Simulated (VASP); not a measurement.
# Sb (P4/mmm) in VASP: a series of runs, part 3 of 3

VASP 6.6.1. The steps go on from the part before.

## Step 6: Single point, r2SCAN (strain -0.080 along x and y, +0.080 along z)

POSCAR

```
Sb
1.0
    2.9072000000      0.0000000000      0.0000000000
    0.0000000000      2.9072000000      0.0000000000
    0.0000000000      0.0000000000      3.4128000000
Sb
1
Direct
    0.0000000000      0.0000000000      0.0000000000
```

INCAR.step1

```
PREC = Accurate
ENCUT = 520
ISMEAR = 0
SIGMA = 0.15
LREAL = F
LASPH = T
NELM = 60
NBANDS = 8
GGA = PE
ALGO = Normal
EDIFF = 1E-4
LWAVE = T
LCHARG = F
```

INCAR.step2

```
PREC = Accurate
ENCUT = 520
EDIFF = 1E-7
ISMEAR = 0
SIGMA = 0.15
LREAL = F
LASPH = T
NELM = 60
ALGO = Normal
ISIF = 2
LWAVE = F
LCHARG = F
METAGGA = R2SCAN
LMIXTAU = T
NBANDS = 8
ISTART = 1
```

KPOINTS

```
Automatic mesh
0
Gamma
  16 16 16
```

Potentials or basis: VASP PAW PBE potentials, release 64 (Sb).

Launch:

```
cat potpaw_PBE.64/Sb/POTCAR > POTCAR
cp INCAR.step1 INCAR
mpirun -np 1 vasp_std > vasp.out
cp INCAR.step2 INCAR
mpirun -np 1 vasp_std > vasp.out
```

OUTCAR:

```text
PREC = Accurate
   ENCUT = 520
   EDIFF = 1E-7
   ISMEAR = 0
   LREAL = F
   LASPH = T
   NELM = 60
   ISIF = 2
   METAGGA = R2SCAN
   ISTART = 1

 ion  position               nearest neighbor table
   1  0.000  0.000  0.000-

  LATTYP: Found a simple tetragonal cell.
 ALAT       =     2.9072000000
 C/A-ratio  =     1.1739130435

  Lattice vectors:

 A1 = (   2.9072000000,   0.0000000000,   0.0000000000)
 A2 = (   0.0000000000,   2.9072000000,   0.0000000000)
 A3 = (   0.0000000000,   0.0000000000,   3.4128000000)

Analysis of symmetry for initial positions (statically):
=====================================================================
 Subroutine PRICEL returns:
 Original cell was already a primitive cell.

 Routine SETGRP: Setting up the symmetry group for a
 simple tetragonal supercell.

 Subroutine GETGRP returns: Found 16 space group operations
 (whereof 16 operations were pure point group operations)
 out of a pool of 16 trial point group operations.

The static configuration has the point symmetry D_4h.

Analysis of symmetry for dynamics (positions and initial velocities):
=====================================================================
 Subroutine PRICEL returns:
 Original cell was already a primitive cell.

 Routine SETGRP: Setting up the symmetry group for a
 simple tetragonal supercell.

 Subroutine GETGRP returns: Found 16 space group operations
 (whereof 16 operations were pure point group operations)
 out of a pool of 16 trial point group operations.

The dynamic configuration has the point symmetry D_4h.

 Subroutine INISYM returns: Found 16 space group operations
 (whereof 16 operations are pure point group operations),
 and found     1 'primitive' translations

----------------------------------------------------------------------------------------

                                     Primitive cell

  volume of cell :      28.8443

  direct lattice vectors                    reciprocal lattice vectors
     2.907200000  0.000000000  0.000000000     0.343973583  0.000000000  0.000000000
     0.000000000  2.907200000  0.000000000     0.000000000  0.343973583  0.000000000
     0.000000000  0.000000000  3.412800000     0.000000000  0.000000000  0.293014534

  length of vectors
     2.907200000  2.907200000  3.412800000     0.343973583  0.343973583  0.293014534

  position of ions in fractional coordinates (direct lattice)
     0.000000000  0.000000000  0.000000000

  ion indices of the primitive-cell ions
   primitive index   ion index
                 1           1

----------------------------------------------------------------------------------------

 KPOINTS: Automatic mesh

Automatic generation of k-mesh.
 Grid dimensions read from file:
 generate k-points for:   16   16   16

 Generating k-lattice:

  Cartesian coordinates                     Fractional coordinates (reciprocal lattice)
     0.021498349  0.000000000  0.000000000     0.062500000  0.000000000  0.000000000
     0.000000000  0.021498349  0.000000000     0.000000000  0.062500000  0.000000000
     0.000000000  0.000000000  0.018313408     0.000000000  0.000000000  0.062500000

  Length of vectors
     0.021498349  0.021498349  0.018313408

  Shift w.r.t. Gamma in fractional coordinates (k-lattice)
     0.000000000  0.000000000  0.000000000

 Subroutine IBZKPT returns following result:
 ===========================================

 Found    405 irreducible k-points:

 Following reciprocal coordinates:
            Coordinates               Weight
  0.000000  0.000000  0.000000      1.000000
  0.062500  0.000000  0.000000      4.000000
  0.125000  0.000000  0.000000      4.000000
  0.187500  0.000000  0.000000      4.000000
  0.250000  0.000000  0.000000      4.000000
  0.312500  0.000000  0.000000      4.000000
[... 16 lines left out ...]
  0.437500  0.125000  0.000000      8.000000
  0.500000  0.125000  0.000000      4.000000
 [... further k-points ...]
   k-points           NKPTS =    405   k-points in BZ     NKDIM =    405   number of bands    NBANDS=      8
   number of dos      NEDOS =    301   number of ions     NIONS =      1
   total plane-waves  NPLWV =  16128
   dimension x,y,z NGX =    24 NGY =   24 NGZ =   28
   dimension x,y,z NGXF=    48 NGYF=   48 NGZF=   56
   ions per type =               1
   NGX,Y,Z   is equivalent  to a cutoff of  13.72, 13.72, 13.64 a.u.
   NGXF,Y,Z  is equivalent  to a cutoff of  27.45, 27.45, 27.28 a.u.
 SYSTEM =  unknown system
   PREC   = accura    normal or accurate (medium, high low for compatibility)
   ISTART =      1    job   : 0-new  1-cont  2-samecut
   ICHARG =      0    charge: 1-file 2-atom 10-const
   ISPIN  =      1    spin polarized calculation?
   LNONCOLLINEAR =      F non collinear calculations
   LSORBIT =      F    spin-orbit coupling
   LASPH  =      T    aspherical Exc in radial PAW
   ENCUT  =  520.0 eV  38.22 Ry    6.18 a.u.   5.41  5.41  6.35*2*pi/ulx,y,z
   NELM   =     60;   NELMIN=  2; NELMDL=  0     # of ELM steps
   EDIFF  = 0.1E-06   stopping-criterion for ELM
   LREAL  =      F    real-space projection
   EDIFFG = 0.1E-05   stopping-criterion for IOM
   NSW    =      0    number of steps for IOM
   IBRION =     -1    ionic relax: 0-MD 1-quasi-New 2-CG
   NFREE  =      0    steps in history (QN), initial steepest desc. (CG)
   ISIF   =      2    stress and relaxation
   ISYM   =      2    0-nonsym 1-usesym 2-fastsym
   POTIM  = 0.5000    time-step for ionic-motion
   TEBEG  =    0.0;   TEEND  =   0.0 temperature during run
   PSTRESS=    0.0 pullay stress
   NELECT =       5.0000    total number of electrons
   NUPDOWN=      -1.0000    fix difference up-down
   EMIN   =  10.00;   EMAX   =-10.00  energy-range for DOS
   EFERMI =   0.00;   METHOD = LEGACY
   ISMEAR =     0;   SIGMA  =   0.15  broadening in eV -4-tet -1-fermi 0-gaus
   EFERMI_NEDOS =   21; number of points for ismear=-14 and -15
   IALGO  =     38    algorithm
   IMIX   =      4    mixing-type and parameters
     AMIX     =   0.40;   BMIX     =  1.00
     AMIX_MAG =   1.60;   BMIX_MAG =  1.00
  volume/ion in A,a.u.               =      28.84       194.65
  Fermi-wavevector in a.u.,A,eV,Ry     =   0.912805  1.724951 11.336547  0.833213
  Thomas-Fermi vector in A             =   2.037243
   LORBIT       =      0    0 simple, 1 ext, 2 COOP (PROOUT), +10 PAW based schemes
   METAGGA = R2SCAN    functional components
   LHFCALC =     F    Hartree Fock is set to
   AEXX    =    0.0000 exact exchange contribution
   IVDW    =     0    specifies the selected vdW correction
   LEPSILON=     F    determine dielectric tensor
   LRPA    =     F    only Hartree local field effects (RPA)
 non-spin polarized calculation
 Gauss-broadening in eV      SIGMA  =   0.15
  energy-cutoff  :      520.00
  volume of cell :       28.84
 maximum number of plane-waves:       797
 NGX is ok and might be reduce to    24
   NGX = 11   NGY = 11   NGZ = 13

 number of electron       4.9999999 magnetization

 Free energy of the ion-electron system (eV)
  ---------------------------------------------------
  ext. energy  EPLUGINS =         0.00000000
  ---------------------------------------------------
  free energy    TOTEN  =       -25.45806164 eV

  energy without entropy =      -25.45297528  energy(sigma->0) =      -25.45551846

 E-fermi :   7.4517     XC(G=0): -10.2312

 val. band max:        7.4365255056   @ k =   0.3750   0.2500   0.2500
 cond. band min:       7.4700392796   @ k =   0.5000   0.3125   0.1250
 fundamental gap:      0.0335137740
 Fermi energy:         7.4516531812

 k-point     1 :       0.0000    0.0000    0.0000
  band No.  band energies     occupation
      1      -5.9741      2.00000
      2       8.0650      0.00000
      3      12.6120      0.00000
      4      12.6120      0.00000
      5      12.7157      0.00000
      6      15.8407      0.00000
      7      18.2313      0.00000
      8      25.5807      0.00000

 k-point     2 :       0.0625    0.0000    0.0000
  band No.  band energies     occupation
      1      -5.9013      2.00000
      2       8.1391      0.00000
      3      11.5821      0.00000
      4      12.6903      0.00000
      5      12.8149      0.00000
      6      16.3847      0.00000
      7      18.7770      0.00000
      8      24.5571      0.00000
[... 221 lines left out ...]
 k-point    23 :       0.4375    0.1250    0.0000
  band No.  band energies     occupation
      1      -2.5073      2.00000
      2       1.8669      2.00000
      3      11.0212      0.00000
      4      12.6366      0.00000
      5      16.0162      0.00000
      6      17.4376      0.00000
      7      17.5092      0.00000
      8      18.3417      0.00000

 k-point    24 :       0.5000    0.1250    0.0000
  band No.  band energies     occupation
      1      -2.1721      2.00000
      2       1.3700      2.00000
      3      11.2008      0.00000
      4      12.8633      0.00000
      5      16.7216      0.00000
      6      16.8486      0.00000
      7      17.2258      0.00000
      8      17.7761      0.00000

 [... further k-points ...]
[... 5 lines left out ...]
  --------------------------------------------------------------------------------------
  -------------------------------------------------------------------------------------
  Total        1.8707924      1.8707924     -1.3174318      0.0000000     -0.0000000      0.0000000
  in kB      103.9143515    103.9143515    -73.1775824      0.0000000     -0.0000000      0.0000000
  external PRESSURE =      44.8837069 kB  Pullay stress =       0.0000000 kB

 VOLUME and BASIS-vectors are now :
 -----------------------------------------------------------------------------
  energy-cutoff  :      520.00
  volume of cell :       28.84
      direct lattice vectors                 reciprocal lattice vectors
     2.907200000  0.000000000  0.000000000     0.343973583  0.000000000  0.000000000
     0.000000000  2.907200000  0.000000000     0.000000000  0.343973583  0.000000000
     0.000000000  0.000000000  3.412800000     0.000000000  0.000000000  0.293014534

 POSITION                                       TOTAL-FORCE (eV/Angst)
 -----------------------------------------------------------------------------------
      0.00000      0.00000      0.00000         0.000000      0.000000      0.000000
 -----------------------------------------------------------------------------------
    total drift:                               -0.000000      0.000000      0.000000

  FREE ENERGIE OF THE ION-ELECTRON SYSTEM (eV)
  ---------------------------------------------------
  free  energy   TOTEN  =       -25.4580616385 eV

  energy  without entropy=      -25.4529752774  energy(sigma->0) =      -25.45551846
```

OSZICAR.step1:

```text
N       E                     dE             d eps       ncg     rms          rms(c)
DAV:   1     0.549002759580E+01    0.54900E+01   -0.16303E+03  6552   0.403E+02
DAV:   2    -0.379338676957E+01   -0.92834E+01   -0.89637E+01  9392   0.528E+01
DAV:   3    -0.389980433028E+01   -0.10642E+00   -0.10612E+00  7864   0.651E+00
DAV:   4    -0.390025042408E+01   -0.44609E-03   -0.44608E-03  9568   0.490E-01
DAV:   5    -0.390025199092E+01   -0.15668E-05   -0.15677E-05  8192   0.189E-02    0.224E+00
DAV:   6    -0.390108468078E+01   -0.83269E-03   -0.11993E-03  8864   0.206E-01    0.134E+00
DAV:   7    -0.390213786602E+01   -0.10532E-02   -0.26055E-03  7704   0.312E-01    0.566E-02
DAV:   8    -0.390218168538E+01   -0.43819E-04   -0.17998E-04  8072   0.805E-02
   1 F= -.39021817E+01 E0= -.38994109E+01  d E =-.554151E-02
```

Run time: 3.3 min. Hardware: 1 thread of Intel Xeon 8259CL, shared host; peak memory 0.22 GiB.

What came out:

```
Free energy            : -25.4581 eV
Pressure               : 4.5 GPa
Band gap on the k mesh : zero (an odd number of electrons rules out a gap without spin polarisation)
```

Stress tensor (GPa, compression positive):
```
10.39  0.00  0.00
 0.00 10.39  0.00
 0.00  0.00 -7.32
```

Levels at points of the mesh, in eV from the Fermi level:
```csv
k point,band 1,band 2,band 3,band 4,band 5,band 6,band 7,band 8
"(0.00, 0.00, 0.00)",-13.43,0.61,5.16,5.16,5.26,8.39,10.78,18.13
"(0.50, 0.00, 0.00)",-9.92,-6.35,3.44,8.19,8.72,9.56,9.67,13.16
"(0.50, 0.50, 0.00)",-5.96,-3.72,-3.72,2.64,6.41,12.21,12.21,12.90
"(0.00, 0.00, 0.50)",-11.97,-5.86,6.40,6.40,9.57,13.06,13.29,13.54
"(0.50, 0.00, 0.50)",-8.30,-5.16,-2.97,2.37,9.52,14.28,14.34,14.50
"(0.50, 0.50, 0.50)",-3.99,-2.62,-2.62,-0.14,4.37,5.74,5.74,7.66
```

Caveat: the cell differs from its parent crystal (strain -0.080 along x and y, +0.080 along z); the cell stands under pressure; the PAW data sets were made with another functional, which shifts forces and pressure a little; spin-orbit coupling is left out, which moves the levels of the heavy elements.

## Step 7: Single point, r2SCAN (strain +0.000 along x and y, -0.080 along z)

POSCAR

```
Sb
1.0
    3.1600000000      0.0000000000      0.0000000000
    0.0000000000      3.1600000000      0.0000000000
    0.0000000000      0.0000000000      2.9072000000
Sb
1
Direct
    0.0000000000      0.0000000000      0.0000000000
```

INCAR.step1

```
PREC = Accurate ; ENCUT = 520
ISMEAR = 0 ; SIGMA = 0.15
LREAL = False ; LASPH = True
NELM = 60 ; NBANDS = 8
GGA = PE ; ALGO = Normal
EDIFF = 1E-4 ; LWAVE = True
LCHARG = False
```

INCAR.step2

```
PREC = Accurate ; ENCUT = 520
EDIFF = 1E-7 ; ISMEAR = 0
SIGMA = 0.15 ; LREAL = False
LASPH = True ; NELM = 60
ALGO = Normal ; ISIF = 2
LWAVE = False ; LCHARG = False
METAGGA = R2SCAN ; LMIXTAU = True
NBANDS = 8 ; ISTART = 1
```

KPOINTS is that of step 6.

Launch:

```
cat potpaw_PBE.64/Sb/POTCAR > POTCAR
cp INCAR.step1 INCAR
mpirun -np 1 vasp_std > vasp.out
cp INCAR.step2 INCAR
mpirun -np 1 vasp_std > vasp.out
```

Run time: 3.2 min. Hardware: 1 thread of Intel Xeon 8259CL, shared host; peak memory 0.21 GiB.

Results (log left out):

```
Free energy            : -25.5871 eV
Pressure               : 1.8 GPa
Band gap on the k mesh : zero (an odd number of electrons rules out a gap without spin polarisation)
```

Stress tensor (GPa, compression positive):
```
-2.34  0.00  0.00
 0.00 -2.34  0.00
 0.00  0.00  9.94
```

Levels at points of the mesh, in eV from the Fermi level:
```
           k point  band 1  band 2  band 3  band 4  band 5  band 6  band 7
(0.00, 0.00, 0.00)  -13.24    2.66    2.66    5.34    6.72    7.16   10.13
(0.50, 0.00, 0.00)  -10.94   -6.01    4.55    7.32    9.11   11.19   11.37
(0.50, 0.50, 0.00)   -8.49   -4.09   -4.09    2.25    9.37   14.22   15.29
(0.00, 0.00, 0.50)   -9.71   -6.23    5.57    5.57    9.48   10.63   11.37
(0.50, 0.00, 0.50)   -7.13   -4.43   -3.21    2.50    7.56   13.11   13.34
(0.50, 0.50, 0.50)   -4.21   -2.74   -1.38   -1.38    4.96    4.96    5.64
```

Caveat: the cell differs from its parent crystal (strain +0.000 along x and y, -0.080 along z); the PAW data sets were made with another functional, which shifts forces and pressure a little; spin-orbit coupling is left out, which moves the levels of the heavy elements.

## Step 8: Summary

| cell | gap on the mesh (eV) | pressure (GPa) |
| --- | --- | --- |
| a = 3.413, b = 3.413, c = 3.034 Å, 1 atom | none | -6.3 |
| a = 3.413, b = 3.413, c = 3.160 Å, 1 atom | none | -7.8 |
| a = 2.907, b = 2.907, c = 3.160 Å, 1 atom | none | 8.7 |
| a = 2.907, b = 2.907, c = 3.286 Å, 1 atom | none | 6.2 |
| a = 2.907, b = 2.907, c = 3.413 Å, 1 atom | none | 4.5 |
| a = 3.160, b = 3.160, c = 2.907 Å, 1 atom | none | 1.8 |

Alike in all rows: task single point; level r2SCAN; potentials or basis VASP PAW PBE potentials, release 64 (Sb); no spin polarisation; k mesh 16 × 16 × 16; cutoff (eV) 520; smearing gaussian 0.15 eV.

Caveats: the PAW data sets were made with another functional, which shifts forces and pressure a little; spin-orbit coupling is left out, which moves the levels of the heavy elements; the cell stands under pressure (at least some runs); the cell stands under tension (at least some runs).

Absolute energies hang on the potentials; compare differences alone.
